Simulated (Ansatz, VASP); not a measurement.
**Two plane-wave programs on As2Se**

```
As Se
1.0
    -3.46999    3.46999    2.61564
     3.46999   -3.46999    2.61564
     3.46999    3.46999   -2.61564
As Se
4 2
Direct
  0.87500 0.12500 0.75000
  0.37500 0.12500 0.25000
  0.87500 0.62500 0.75000
  0.87500 0.12500 0.25000
  0.50000 0.50000 0.00000
  0.25000 0.75000 0.50000
```

Alike in both runs: functional PBEsol; k mesh 8 × 8 × 8; occupations gaussian, width 0.1 eV; no spin polarisation.

Ansatz relaxed the structure, and its values are those at the end. VASP's run is a single point on that final structure, the one shown.

|  | VASP | Ansatz |
| --- | --- | --- |
| version | VASP 6.6.1 | Ansatz 0.2.0 |
| potentials or method | VASP PAW PBE potentials, release 64 (As, Se), cutoff 520 eV | scalar-relativistic, plane waves, PAW |
| valence electrons in the cell | 32 | 92 |

VASP gave:

| Item | Value |
| --- | --- |
| gap on the k mesh at the Fermi level (eV) | none |
| pressure (GPa) | 0.2 |

**Question.** What did Ansatz give for the same quantities?

**Answer.** gap on the k mesh at the Fermi level (eV): none; pressure (GPa): 0.0.

VASP's potentials were made for PBE, not for PBEsol. A gap of «none» marks a metal or a gap that the smearing closes. With one functional, cell and mesh, what is left measures potentials, basis and numerics. VASP's potentials hold 32 valence electrons a cell and Ansatz's 92, so a difference there can come from the potentials and not from the codes.
